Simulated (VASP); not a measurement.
# Ge6N (F-43m) in VASP: further runs

Runs on Ge6N. Level: PBE. Tasks: single point, relaxation of cell and atoms.

Program: VASP 6.6.1. These are calculated values, not measurements. Logs are shortened: lines on timing, memory, paths and dates and some standing lists are left out, and cuts for length are marked.

## Step 1: The cell of the first run

Symmetry: F-43m, No. 216, cubic system. Conventional cell: a = 8.979 Å, b = 8.979 Å, c = 8.979 Å, α = 90.00°, β = 90.00°, γ = 90.00°. Within 3.1 Å of Ge (site symmetry 3m) lie 4 Ge at 2.35 to 2.51 Å. Ge (site symmetry -43m) has 16 Ge at 3.81 to 3.89 Å and 4 N at 3.89 Å within 5.0 Å. Within 3.1 Å of Ge (site symmetry -43m) lie 4 Ge at 2.35 Å. N (site symmetry -43m) has 22 Ge at 3.67 to 4.49 Å within 4.8 Å.

The cell was built from a structure type or drawn by symmetry, and may not be a known phase.

## Step 2: Single point, PBE

Contents of INCAR:

```
  PREC = Accurate
  ENCUT = 520
  EDIFF = 1E-7
  ISMEAR = 0
  SIGMA = 0.1
  LREAL = False
  LASPH = True
  NELM = 100
  ALGO = Normal
  ISIF = 2
  LWAVE = False
  LCHARG = False
  GGA = PE
  NBANDS = 54
```

Contents of KPOINTS:

```
Automatic mesh
0
Gamma
  4 4 4
```

Contents of POSCAR:

```
Ge6N
1.0
    0.0000000000      4.4894380666      4.4894380666
    4.4894380666      0.0000000000      4.4894380666
    4.4894380666      4.4894380666      0.0000000000
Ge N
6 1
Direct
    0.5988878520      0.5988878520      0.5988878520
    0.5988878520      0.5988878520      0.2033364439
    0.5988878520      0.2033364439      0.5988878520
    0.2033364439      0.5988878520      0.5988878520
    0.0000000000      0.0000000000      0.0000000000
    0.7500000000      0.7500000000      0.7500000000
    0.2500000000      0.2500000000      0.2500000000
```

Potentials or basis: VASP PAW PBE potentials, release 64 (Ge_d, N).

On the command line:

```sh
$ cat potpaw_PBE.64/Ge_d/POTCAR potpaw_PBE.64/N/POTCAR > POTCAR
$ mpirun -np 1 vasp_std > vasp.out
```

OUTCAR:

```text
PREC = Accurate
   ENCUT = 520
   EDIFF = 1E-7
   ISMEAR = 0
   LREAL = False
   LASPH = True
   NELM = 100
   ISIF = 2
   GGA = PE

 ion  position               nearest neighbor table
   1  0.599  0.599  0.599-   6 2.35   3 2.51   4 2.51   2 2.51
   2  0.599  0.599  0.203-   6 2.35   3 2.51   4 2.51   1 2.51
   3  0.599  0.203  0.599-   6 2.35   2 2.51   4 2.51   1 2.51
   4  0.203  0.599  0.599-   6 2.35   2 2.51   3 2.51   1 2.51
   5  0.000  0.000  0.000-
   6  0.750  0.750  0.750-   2 2.35   3 2.35   4 2.35   1 2.35
   7  0.250  0.250  0.250-

  LATTYP: Found a face centered cubic cell.
 ALAT       =     8.9788761332

  Lattice vectors:

 A1 = (   0.0000000000,   4.4894380666,   4.4894380666)
 A2 = (   4.4894380666,   0.0000000000,   4.4894380666)
 A3 = (   4.4894380666,   4.4894380666,   0.0000000000)

Analysis of symmetry for initial positions (statically):
=====================================================================
 Subroutine PRICEL returns:
 Original cell was already a primitive cell.

 Routine SETGRP: Setting up the symmetry group for a
 face centered cubic supercell.

 Subroutine GETGRP returns: Found 24 space group operations
 (whereof 24 operations were pure point group operations)
 out of a pool of 48 trial point group operations.

The static configuration has the point symmetry T_d .

Analysis of symmetry for dynamics (positions and initial velocities):
=====================================================================
 Subroutine PRICEL returns:
 Original cell was already a primitive cell.

 Routine SETGRP: Setting up the symmetry group for a
 face centered cubic supercell.

 Subroutine GETGRP returns: Found 24 space group operations
 (whereof 24 operations were pure point group operations)
 out of a pool of 48 trial point group operations.

The dynamic configuration has the point symmetry T_d .

 Subroutine INISYM returns: Found 24 space group operations
 (whereof 24 operations are pure point group operations),
 and found     1 'primitive' translations

----------------------------------------------------------------------------------------

                                     Primitive cell

  volume of cell :     180.9697

  direct lattice vectors                    reciprocal lattice vectors
[... 81 lines left out ...]
   LREAL  =      F    real-space projection
   EDIFFG = 0.1E-05   stopping-criterion for IOM
   NSW    =      0    number of steps for IOM
   IBRION =     -1    ionic relax: 0-MD 1-quasi-New 2-CG
   NFREE  =      0    steps in history (QN), initial steepest desc. (CG)
   ISIF   =      2    stress and relaxation
   ISYM   =      2    0-nonsym 1-usesym 2-fastsym
   POTIM  = 0.5000    time-step for ionic-motion
   TEBEG  =    0.0;   TEEND  =   0.0 temperature during run
   PSTRESS=    0.0 pullay stress
   NELECT =      89.0000    total number of electrons
   NUPDOWN=      -1.0000    fix difference up-down
   EMIN   =  10.00;   EMAX   =-10.00  energy-range for DOS
   EFERMI =   0.00;   METHOD = LEGACY
   ISMEAR =     0;   SIGMA  =   0.10  broadening in eV -4-tet -1-fermi 0-gaus
   EFERMI_NEDOS =   21; number of points for ismear=-14 and -15
   IALGO  =     38    algorithm
   IMIX   =      4    mixing-type and parameters
     AMIX     =   0.40;   BMIX     =  1.00
     AMIX_MAG =   1.60;   BMIX_MAG =  1.00
  volume/ion in A,a.u.               =      25.85       174.46
  Fermi-wavevector in a.u.,A,eV,Ry     =   1.292219  2.441940 22.719422  1.669830
  Thomas-Fermi vector in A             =   2.423941
   LORBIT       =      0    0 simple, 1 ext, 2 COOP (PROOUT), +10 PAW based schemes
   GGA     = PE    functional components
   LHFCALC =     F    Hartree Fock is set to
   AEXX    =    0.0000 exact exchange contribution
   IVDW    =     0    specifies the selected vdW correction
   LEPSILON=     F    determine dielectric tensor
   LRPA    =     F    only Hartree local field effects (RPA)
 non-spin polarized calculation
 Gauss-broadening in eV      SIGMA  =   0.10
  energy-cutoff  :      520.00
  volume of cell :      180.97
 maximum number of plane-waves:      4909
   NGX = 23   NGY = 23   NGZ = 23

 number of electron      89.0000005 magnetization

 Free energy of the ion-electron system (eV)
  ---------------------------------------------------
  ext. energy  EPLUGINS =         0.00000000
  ---------------------------------------------------
  free energy    TOTEN  =       -24.22349758 eV

  energy without entropy =      -24.16556017  energy(sigma->0) =      -24.19452887

 E-fermi :   2.6958     XC(G=0):  -9.1119

 val. band max:        2.6915437860   @ k =   0.5000   0.2500   0.0000
 cond. band min:       2.7028035384   @ k =   0.2500   0.0000   0.0000
 fundamental gap:      0.0112597523
 Fermi energy:         2.6957514378

 k-point     1 :       0.0000    0.0000    0.0000
  band No.  band energies     occupation
      1     -22.8032      2.00000
      2     -22.8032      2.00000
      3     -22.8032      2.00000
      4     -22.8029      2.00000
      5     -22.8029      2.00000
      6     -22.4436      2.00000
[... 445 lines left out ...]
     53       5.6361      0.00000
     54       5.6841      0.00000

------------------------ aborting loop because EDIFF is reached ----------------------------------------

  FORCE on cell =-STRESS in cart. coord.  units (eV):
  Direction    XX          YY          ZZ          XY          YZ          ZX
  --------------------------------------------------------------------------------------
  -------------------------------------------------------------------------------------
  Total        0.2816581      0.2816581      0.2816581      0.0000000      0.0000000      0.0000000
  in kB        2.4936004      2.4936004      2.4936004      0.0000000      0.0000000      0.0000000
  external PRESSURE =       2.4936004 kB  Pullay stress =       0.0000000 kB

 VOLUME and BASIS-vectors are now :
 -----------------------------------------------------------------------------
  energy-cutoff  :      520.00
  volume of cell :      180.97
      direct lattice vectors                 reciprocal lattice vectors
     0.000000000  4.489438067  4.489438067    -0.111372513  0.111372513  0.111372513
     4.489438067  0.000000000  4.489438067     0.111372513 -0.111372513  0.111372513
     4.489438067  4.489438067  0.000000000     0.111372513  0.111372513 -0.111372513

 POSITION                                       TOTAL-FORCE (eV/Angst)
 -----------------------------------------------------------------------------------
      5.37734      5.37734      5.37734         0.029382      0.029382      0.029382
      3.60154      3.60154      5.37734        -0.029382     -0.029382      0.029382
      3.60154      5.37734      3.60154        -0.029382      0.029382     -0.029382
      5.37734      3.60154      3.60154         0.029382     -0.029382     -0.029382
      0.00000      0.00000      0.00000         0.000000      0.000000      0.000000
      6.73416      6.73416      6.73416         0.000000      0.000000      0.000000
      2.24472      2.24472      2.24472         0.000000      0.000000      0.000000
 -----------------------------------------------------------------------------------
    total drift:                               -0.000000     -0.000000     -0.000000

  FREE ENERGIE OF THE ION-ELECTRON SYSTEM (eV)
  ---------------------------------------------------
  free  energy   TOTEN  =       -24.2234975760 eV

  energy  without entropy=      -24.1655601726  energy(sigma->0) =      -24.19452887
```

stdout:

```text
POSCAR found type information on POSCAR GeN
 POSCAR found :  2 types and       7 ions
 scaLAPACK will be used
 LDA part: xc-table for (Slater+PW92), standard interpolation
 POSCAR, INCAR and KPOINTS ok, starting setup
 FFT: planning ... GRIDC
 FFT: planning ... GRID_SOFT
 FFT: planning ... GRID
 WAVECAR not read
 entering main loop
```

It took 5.1 min on 1 thread of Intel Xeon 8259CL, shared host; peak memory 0.34 GiB.

Results:

```
Free energy            : -24.2235 eV
Pressure               : 0.2 GPa
Largest force          : 0.051 eV/Å
Band gap on the k mesh : zero (an odd number of electrons rules out a gap without spin polarisation)
```

Forces in eV/Å, atoms in the order of the input:
```
Ge   0.029  0.029  0.029
Ge  -0.029 -0.029  0.029
Ge  -0.029  0.029 -0.029
Ge   0.029 -0.029 -0.029
Ge   0.000  0.000  0.000
Ge   0.000  0.000  0.000
N    0.000  0.000  0.000
```

## Step 3: Relaxation of cell and atoms, PBE

This run uses another cell than the first one, of 21.35 Å³/atom.

Contents of INCAR:

```
  ALGO = Normal
  EDIFF = 1E-6
  EDIFFG = -0.04
  ENCUT = 600
  GGA = PE
  IBRION = 2
  ISIF = 3
  ISMEAR = 0
  LASPH = True
  LCHARG = False
  LREAL = False
  LWAVE = False
  NELM = 80
  NSW = 90
  PREC = Accurate
  SIGMA = 0.1
```

Contents of KPOINTS:

```
k-points
0
Gamma
  4 4 4
```

Contents of POSCAR:

```
Ge6N
1.0
    0.0000000000      4.2118102800      4.2118102800
    4.2118102800      0.0000000000      4.2118102800
    4.2118102800      4.2118102800      0.0000000000
Ge N
6 1
Direct
    0.6153171800      0.6153171800      0.6153171800
    0.6153171800      0.6153171800      0.1540484600
    0.6153171800      0.1540484600      0.6153171800
    0.1540484600      0.6153171800      0.6153171800
    0.0000000000      0.0000000000      0.0000000000
    0.7500000000      0.7500000000      0.7500000000
    0.2500000000      0.2500000000      0.2500000000
```

Potentials or basis: VASP PAW PBE potentials, release 64 (Ge_d, N).

On the command line:

```sh
$ cat potpaw_PBE.64/Ge_d/POTCAR potpaw_PBE.64/N/POTCAR > POTCAR
$ mpirun -np 1 vasp_std > vasp.out
```

Run time: 16 min. Hardware: 1 thread of Intel Xeon 8259CL, shared host; peak memory 0.37 GiB.

Results (log left out):

```yaml
Free_energy: -24.2211 eV
Relaxed_volume: 26.00 Å³/atom
Relaxed_cell: a = 6.361 Å, b = 6.361 Å, c = 6.361 Å, α = 60.00°, β = 60.00°, γ = 60.00°
Space_group_after_relaxing_to_0.1_Å: F-43m (No. 216)
Energy_gained_by_relaxing: 871.5 meV/atom
Ionic_steps: 8
Pressure_after_relaxing: 0.0 GPa
Largest_force_after_relaxing: 0.038 eV/Å
Band_gap_on_the_k_mesh: zero (an odd number of electrons rules out a gap without spin polarisation)
```

Forces on the atoms (eV/Å):
```
Ge  -0.022 -0.022 -0.022
Ge   0.022  0.022 -0.022
Ge   0.022 -0.022  0.022
Ge  -0.022  0.022  0.022
Ge   0.000  0.000  0.000
Ge   0.000  0.000  0.000
N    0.000  0.000  0.000
```

The path:
| step | energy change (eV) | largest force (eV/Å) | pressure (GPa) | volume (Å³) |
| --- | --- | --- | --- | --- |
| 1 | 0.0000 | 11.0405 | 22.93 | 149.43 |
| 2 | 0.3551 | 12.2903 | 7.35 | 225.73 |
| 3 | -6.0087 | 1.2439 | 0.81 | 180.47 |
| 4 | -6.0568 | 0.7659 | 1.02 | 178.37 |
| 5 | -6.0725 | 0.2931 | 1.36 | 176.34 |
| 6 | -6.0713 | 0.4277 | 1.33 | 176.91 |
| 7 | -6.1004 | 0.0679 | 0.00 | 182.39 |
| 8 | -6.1006 | 0.0376 | 0.02 | 182.02 |

Final structure:
```
Ge N
1.0
     0.00000    4.49808    4.49808
     4.49808    0.00000    4.49808
     4.49808    4.49808    0.00000
Ge N
6 1
Cartesian
  5.3892 5.3892 5.3892
  3.6070 3.6070 5.3892
  3.6070 5.3892 3.6070
  5.3892 3.6070 3.6070
  0.0000 0.0000 0.0000
  6.7471 6.7471 6.7471
  2.2490 2.2490 2.2490
```

Levels at points of the mesh, in eV from the Fermi level:
```tsv
k point	band 42	band 43	band 44	band 45	band 46	band 47	band 48	band 49
(0.00, 0.00, 0.00)	-0.89	-0.59	-0.59	-0.59	0.86	0.86	0.86	1.76
(0.50, 0.00, 0.00)	-1.10	-0.42	-0.34	-0.34	-0.06	1.17	1.59	1.59
(0.50, 0.50, 0.00)	-0.91	-0.64	-0.21	-0.04	0.06	0.39	0.39	0.89
```

Caveat: the volume moved by over 15 % at a fixed basis, so the end points are rough.
